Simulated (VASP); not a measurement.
Write the native input for VASP 6.6.1 that does the following.

| Quantity | Value |
| --- | --- |
| Task | single point |
| Functional | PBEsol |
| Potentials or basis | VASP PAW PBE potentials, release 64 (Br) |
| Cutoff | 520 eV |
| k mesh | 6 × 6 × 6 |
| Occupations | gaussian, width 0.1 eV |
| Spin | no spin polarisation |
| Dipole correction | no |
| Further INCAR settings | ALGO = Normal; EDIFF = 1e-06; NBANDS = 14 |

The structure of Br lies in POSCAR:

```
Br
1.0
   -3.1004169153      3.1004169153      1.6913346593
    3.1004169153     -3.1004169153      1.6913346593
    3.1004169153      3.1004169153     -1.6913346593
Br
2
Direct
    0.0000000000      0.0000000000      0.0000000000
    0.7500000000      0.2500000000      0.5000000000
```

The input as run:

INCAR

```
SYSTEM = Br
PREC     = Accurate       ! precision mode
ENCUT    = 520            ! plane-wave cutoff, eV
EDIFF    = 1E-6           ! SCF threshold, eV
ISMEAR   = 0              ! smearing method
SIGMA    = 0.1            ! smearing width, eV
LREAL    = .False.        ! projectors in reciprocal space
LASPH    = .True.         ! aspherical terms in the spheres
NELM     = 80             ! most SCF steps
ALGO     = Normal         ! electronic algorithm
ISIF     = 2              ! what is computed and relaxed
LWAVE    = .False.        ! write WAVECAR
LCHARG   = .False.        ! write CHGCAR
GGA      = PS             ! functional
NBANDS   = 14             ! bands
```

KPOINTS

```
Automatic mesh
0
Gamma
  6 6 6
  0 0 0
```

Potentials or basis: VASP PAW PBE potentials, release 64 (Br).

Command:

```console
$ cat potpaw_PBE.64/Br/POTCAR > POTCAR
$ mpirun -np 1 vasp_std > vasp.out
```

It gave:

* Pressure: -3.9 GPa
* Band gap on the k mesh: zero (band 7 reaches 0.58 eV, above the bottom of band 8 at -0.92 eV)

Caveat: the PAW data sets were made with another functional, which shifts forces and pressure a little.

Wall time 23 s on 1 thread of Intel Xeon 6975P-C, on a shared host, peak memory 0.2 GiB.
